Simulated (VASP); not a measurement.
# Mg (Im-3m) in VASP: further runs, part 2 of 2

VASP 6.6.1.

**5. Relaxation of cell and atoms, PBEsol, target pressure 58 GPa, at which the enthalpy is minimised**

Input file INCAR:

```
SYSTEM = Mg
ALGO     = Fast           ! electronic algorithm
EDIFF    = 1E-7           ! SCF threshold, eV
EDIFFG   = -0.002         ! ionic threshold
ENCUT    = 600            ! plane-wave cutoff, eV
GGA      = PS             ! functional
IBRION   = 2              ! ionic algorithm
ISIF     = 3              ! what is computed and relaxed
ISMEAR   = -1             ! smearing method
LASPH    = .True.         ! aspherical terms in the spheres
LCHARG   = .False.        ! write CHGCAR
LREAL    = .False.        ! projectors in reciprocal space
LWAVE    = .False.        ! write WAVECAR
NELM     = 80             ! most SCF steps
NSW      = 80             ! ionic steps
PREC     = Accurate       ! precision mode
PSTRESS  = 580.0        
SIGMA    = 0.1            ! smearing width, eV
```

Input file KPOINTS:

```
k-points
0
Gamma
  20 20 20
  0 0 0
```

Input file POSCAR:

```
Mg
1.0
   -1.4817794663      1.4817794663      1.4817794663
    1.4817794663     -1.4817794663      1.4817794663
    1.4817794663      1.4817794663     -1.4817794663
Mg
1
Direct
    0.0000000000      0.0000000000      0.0000000000
```

Potentials or basis: VASP PAW PBE potentials, release 64 (Mg).

Command:

```
$ cat potpaw_PBE.64/Mg/POTCAR > POTCAR
$ mpirun -np 1 vasp_std > vasp.out
```

OUTCAR:

```text
SYSTEM = Mg
   EDIFF = 1E-7
   EDIFFG = -0.002
   ENCUT = 600
   GGA = PS
   IBRION = 2
   ISIF = 3
   ISMEAR = -1
   LASPH = .True.
   LREAL = .False.
   NELM = 80
   NSW = 80
   PREC = Accurate
   PSTRESS = 580.0

 ion  position               nearest neighbor table
   1  0.000  0.000  0.000-

  LATTYP: Found a body centered cubic cell.
 ALAT       =     2.9635589326

  Lattice vectors:

 A1 = (  -1.4817794663,   1.4817794663,   1.4817794663)
 A2 = (   1.4817794663,  -1.4817794663,   1.4817794663)
 A3 = (   1.4817794663,   1.4817794663,  -1.4817794663)

Analysis of symmetry for initial positions (statically):
=====================================================================
 Subroutine PRICEL returns:
 Original cell was already a primitive cell.

 Routine SETGRP: Setting up the symmetry group for a
 body centered cubic supercell.

 Subroutine GETGRP returns: Found 48 space group operations
 (whereof 48 operations were pure point group operations)
 out of a pool of 48 trial point group operations.

The static configuration has the point symmetry O_h .

Analysis of symmetry for dynamics (positions and initial velocities):
=====================================================================
 Subroutine PRICEL returns:
 Original cell was already a primitive cell.

 Routine SETGRP: Setting up the symmetry group for a
 body centered cubic supercell.

 Subroutine GETGRP returns: Found 48 space group operations
 (whereof 48 operations were pure point group operations)
 out of a pool of 48 trial point group operations.

The dynamic configuration has the point symmetry O_h .

 Subroutine INISYM returns: Found 48 space group operations
 (whereof 48 operations are pure point group operations),
 and found     1 'primitive' translations

----------------------------------------------------------------------------------------

                                     Primitive cell

  volume of cell :      13.0140

  direct lattice vectors                    reciprocal lattice vectors
    -1.481779466  1.481779466  1.481779466     0.000000000  0.337432129  0.337432129
     1.481779466 -1.481779466  1.481779466     0.337432129  0.000000000  0.337432129
     1.481779466  1.481779466 -1.481779466     0.337432129  0.337432129  0.000000000

  length of vectors
     2.566517321  2.566517321  2.566517321     0.477201093  0.477201093  0.477201093

  position of ions in fractional coordinates (direct lattice)
     0.000000000  0.000000000  0.000000000

  ion indices of the primitive-cell ions
   primitive index   ion index
                 1           1

----------------------------------------------------------------------------------------

 KPOINTS: k-points

Automatic generation of k-mesh.
 Grid dimensions read from file:
 generate k-points for:   20   20   20

 Generating k-lattice:

  Cartesian coordinates                     Fractional coordinates (reciprocal lattice)
     0.000000000  0.016871606  0.016871606     0.050000000  0.000000000  0.000000000
     0.016871606  0.000000000  0.016871606     0.000000000  0.050000000  0.000000000
     0.016871606  0.016871606  0.000000000     0.000000000  0.000000000  0.050000000

  Length of vectors
     0.023860055  0.023860055  0.023860055

  Shift w.r.t. Gamma in fractional coordinates (k-lattice)
     0.000000000  0.000000000  0.000000000

 Subroutine IBZKPT returns following result:
 ===========================================

 Found    256 irreducible k-points:

 Following reciprocal coordinates:
            Coordinates               Weight
  0.000000  0.000000  0.000000      1.000000
  0.050000  0.000000  0.000000     12.000000
  0.100000  0.000000  0.000000     12.000000
  0.150000  0.000000  0.000000     12.000000
  0.200000  0.000000  0.000000     12.000000
  0.250000  0.000000  0.000000     12.000000
[... 16 lines left out ...]
  0.200000  0.100000 -0.000000     48.000000
  0.250000  0.100000 -0.000000     48.000000
 [... further k-points ...]
   k-points           NKPTS =    256   k-points in BZ     NKDIM =    256   number of bands    NBANDS=      5
   number of dos      NEDOS =    301   number of ions     NIONS =      1
   total plane-waves  NPLWV =  13824
   dimension x,y,z NGX =    24 NGY =   24 NGZ =   24
   dimension x,y,z NGXF=    48 NGYF=   48 NGZF=   48
   ions per type =               1
   NGX,Y,Z   is equivalent  to a cutoff of  15.55, 15.55, 15.55 a.u.
   NGXF,Y,Z  is equivalent  to a cutoff of  31.09, 31.09, 31.09 a.u.
 SYSTEM =  Mg
   PREC   = accura    normal or accurate (medium, high low for compatibility)
   ISTART =      0    job   : 0-new  1-cont  2-samecut
   ICHARG =      2    charge: 1-file 2-atom 10-const
   ISPIN  =      1    spin polarized calculation?
   LNONCOLLINEAR =      F non collinear calculations
   LSORBIT =      F    spin-orbit coupling
   LASPH  =      T    aspherical Exc in radial PAW
   ENCUT  =  600.0 eV  44.10 Ry    6.64 a.u.   5.13  5.13  5.13*2*pi/ulx,y,z
   NELM   =     80;   NELMIN=  2; NELMDL= -5     # of ELM steps
   EDIFF  = 0.1E-06   stopping-criterion for ELM
   LREAL  =      F    real-space projection
   EDIFFG = -.2E-02   stopping-criterion for IOM
   NSW    =     80    number of steps for IOM
   IBRION =      2    ionic relax: 0-MD 1-quasi-New 2-CG
   NFREE  =      1    steps in history (QN), initial steepest desc. (CG)
   ISIF   =      3    stress and relaxation
   ISYM   =      2    0-nonsym 1-usesym 2-fastsym
   POTIM  = 0.5000    time-step for ionic-motion
   TEBEG  =    0.0;   TEEND  =   0.0 temperature during run
   PSTRESS=  580.0 pullay stress
   NELECT =       2.0000    total number of electrons
   NUPDOWN=      -1.0000    fix difference up-down
   EMIN   =  10.00;   EMAX   =-10.00  energy-range for DOS
   EFERMI =   0.00;   METHOD = LEGACY
   ISMEAR =    -1;   SIGMA  =   0.10  broadening in eV -4-tet -1-fermi 0-gaus
   EFERMI_NEDOS =   21; number of points for ismear=-14 and -15
   IALGO  =     68    algorithm
   IMIX   =      4    mixing-type and parameters
     AMIX     =   0.40;   BMIX     =  1.00
     AMIX_MAG =   1.60;   BMIX_MAG =  1.00
  volume/ion in A,a.u.               =      13.01        87.82
  Fermi-wavevector in a.u.,A,eV,Ry     =   0.876896  1.657093 10.462146  0.768946
  Thomas-Fermi vector in A             =   1.996769
   LORBIT       =      0    0 simple, 1 ext, 2 COOP (PROOUT), +10 PAW based schemes
   GGA     = PS    functional components
   LHFCALC =     F    Hartree Fock is set to
   AEXX    =    0.0000 exact exchange contribution
   IVDW    =     0    specifies the selected vdW correction
   LEPSILON=     F    determine dielectric tensor
   LRPA    =     F    only Hartree local field effects (RPA)
 conjugate gradient relaxation of ions
 non-spin polarized calculation
 RMM-DIIS sequential band-by-band and
  energy-cutoff  :      600.00
  volume of cell :       13.01
 maximum number of plane-waves:       466
 NGX is ok and might be reduce to    24
   NGX = 11   NGY = 11   NGZ = 11

--------------------------------------- Ionic step        1  -------------------------------------------

 number of electron       2.0000000 magnetization

 Free energy of the ion-electron system (eV)
  ---------------------------------------------------
  ext. energy  EPLUGINS =         0.00000000
  ---------------------------------------------------
  free energy    TOTEN  =        -0.59341543 eV

  energy without entropy =       -0.58443967  energy(sigma->0) =       -0.58892755

------------------------ aborting loop because EDIFF is reached ----------------------------------------

  FORCE on cell =-STRESS in cart. coord.  units (eV):
  Direction    XX          YY          ZZ          XY          YZ          ZX
  --------------------------------------------------------------------------------------
  -------------------------------------------------------------------------------------
  Total        4.7969753      4.7969753      4.7969753      0.0000000      0.0000000      0.0000000
  in kB      590.5645325    590.5645325    590.5645325      0.0000000      0.0000000      0.0000000
  external PRESSURE =      10.5645325 kB  Pullay stress =     580.0000000 kB
[... 61 lines left out ...]
--------------------------------------- Ionic step        3  -------------------------------------------

 number of electron       2.0000000 magnetization

 Free energy of the ion-electron system (eV)
  ---------------------------------------------------
  ext. energy  EPLUGINS =         0.00000000
  ---------------------------------------------------
  free energy    TOTEN  =        -0.61601024 eV

  energy without entropy =       -0.60701696  energy(sigma->0) =       -0.61151360

 E-fermi :   6.3960     XC(G=0): -10.5154

 val. band max:        6.3778429679   @ k =   0.3000   0.2500   0.1500
 cond. band min:       6.4502588912   @ k =  -0.3500  -0.3500   0.0500
 fundamental gap:      0.0724159233
 Fermi energy:         6.3959851430

 k-point     1 :       0.0000    0.0000    0.0000
  band No.  band energies     occupation
      1      -3.3811      2.00000
      2      23.6423      0.00000
      3      23.6423      0.00000
      4      23.6423      0.00000
      5      26.3919      0.00000
[... 177 lines left out ...]
 k-point    24 :       0.2500    0.1000   -0.0000
  band No.  band energies     occupation
      1      -0.1157      2.00000
      2      12.0254      0.00000
      3      16.4180      0.00000
      4      21.0879      0.00000
      5      22.9853      0.00000

 [... further k-points ...]

------------------------ aborting loop because EDIFF is reached ----------------------------------------

  FORCE on cell =-STRESS in cart. coord.  units (eV):
  Direction    XX          YY          ZZ          XY          YZ          ZX
  --------------------------------------------------------------------------------------
  -------------------------------------------------------------------------------------
  Total        4.7339855      4.7339855      4.7339855     -0.0000000      0.0000000     -0.0000000
  in kB      580.0526700    580.0526700    580.0526700     -0.0000000      0.0000000     -0.0000000
  external PRESSURE =       0.0526700 kB  Pullay stress =     580.0000000 kB
[... 20 lines left out ...]
  energy  without entropy=       -0.6070169611  energy(sigma->0) =       -0.61151360

  enthalpy is  TOTEN    =         4.1175453924 eV   P V=        4.7335556305

 reached required accuracy - stopping structural energy minimisation
```

Wall time 26 s (1 thread of Intel Xeon Platinum 8259CL at 2.50GHz (Skylake/Cascade Lake), shared host); peak memory 0.17 GiB.

Results:

* Free energy: -0.6160 eV
* Relaxed volume: 13.08 Å³/atom
* Relaxed cell: a = 2.571 Å, b = 2.571 Å, c = 2.571 Å, α = 109.47°, β = 109.47°, γ = 109.47°
* Space group after relaxing (to 0.05 Å): Im-3m (No. 229)
* Energy change on relaxing (the enthalpy is what falls): -22.6 meV/atom
* Ionic steps: 3
* Pressure after relaxing: 58.0 GPa
* Band gap on the k mesh: zero (band 1 reaches 10.28 eV, above the bottom of band 2 at 5.44 eV)

The path:
```csv
step,energy change (eV),largest force (eV/Å),pressure (GPa),volume (Å³)
1,0.0000,0.0000,59.06,13.01
2,-0.0584,0.0000,56.34,13.18
3,-0.0226,0.0000,58.01,13.08
```

Final structure:
```cif
data_structure
_symmetry_space_group_name_H-M 'P 1'
_symmetry_Int_Tables_number 1
_cell_length_a 2.5706
_cell_length_b 2.5706
_cell_length_c 2.5706
_cell_angle_alpha 109.471
_cell_angle_beta 109.471
_cell_angle_gamma 109.471
_cell_volume 13.08
loop_
_atom_site_label
_atom_site_type_symbol
_atom_site_fract_x
_atom_site_fract_y
_atom_site_fract_z
_atom_site_occupancy
Mg1 Mg 0.00000 0.00000 0.00000 1
```

Caveat: the cell is relaxed towards a set pressure, so the enthalpy falls and the energy may rise; the PAW data sets were made with another functional, which shifts forces and pressure a little. Zero-point motion and thermal expansion aren't in these numbers.

**6. The runs side by side**

| task | cell | k mesh | cutoff (eV) | smearing | gap on the mesh (eV) | pressure (GPa) |
| --- | --- | --- | --- | --- | --- | --- |
| single point | a = 2.567 Å, angles 109.5°, 1 atom | 10 × 10 × 10 | 520 | gaussian 0.1 eV | none | 59.1 |
| relaxation of cell and atoms | relaxed to 58 GPa from a = 2.557 Å, angles 109.5°, 1 atom | 10 × 10 × 10 | 600 | gaussian 0.1 eV | none | 58.0 |
| single point | a = 2.566 Å, angles 109.5°, 1 atom | 20 × 20 × 20 | 520 | fermi-dirac 0.1 eV | none | 59.3 |
| relaxation of cell and atoms | relaxed to 58 GPa from a = 2.567 Å, angles 109.5°, 1 atom | 20 × 20 × 20 | 600 | fermi-dirac 0.1 eV | none | 58.0 |

Alike in all rows: level PBEsol; potentials or basis VASP PAW PBE potentials, release 64 (Mg); no spin polarisation.

Caveats: the PAW data sets were made with another functional, which shifts forces and pressure a little; the cell is relaxed towards a set pressure, so the enthalpy falls and the energy may rise (some runs).

Total energies depend on the potentials used, so only differences within one code and one set of settings carry meaning.
